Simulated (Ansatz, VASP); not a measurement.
# BN: VASP beside Ansatz

```
B N
1.0
     0.00000    1.80481    1.80481
     1.80481    0.00000    1.80481
     1.80481    1.80481    0.00000
B N
1 1
Direct
  0.00000 0.00000 0.00000
  0.75000 0.75000 0.75000
```

Alike in both runs: functional r2SCAN; k mesh 12 × 12 × 12; occupations gaussian, width 0.02 eV; no spin polarisation.

Ansatz relaxed the structure, and its values are those at the end. VASP's run is a single point on that final structure, the one shown.

|  | VASP | Ansatz |
| --- | --- | --- |
| version | VASP 6.6.1 | Ansatz 0.2.0 |
| potentials or method | VASP PAW PBE potentials, release 64 (B, N), cutoff 520 eV | scalar-relativistic, plane waves, PAW |
| valence electrons in the cell | 8 | 8 |

|  | VASP | Ansatz | Ansatz less VASP |
| --- | --- | --- | --- |
| gap on the k mesh at the Fermi level (eV) | 4.98 | 5.00 | +0.021 |
| least direct gap on the mesh (eV) | 9.55 | 9.59 | +0.039 |
| pressure (GPa) | 1.2 | 0.0 | -1.12 |

VASP's potentials were made for PBE, not for r2SCAN. The functional is the same, so the differences come from potentials, cutoffs and numerics.
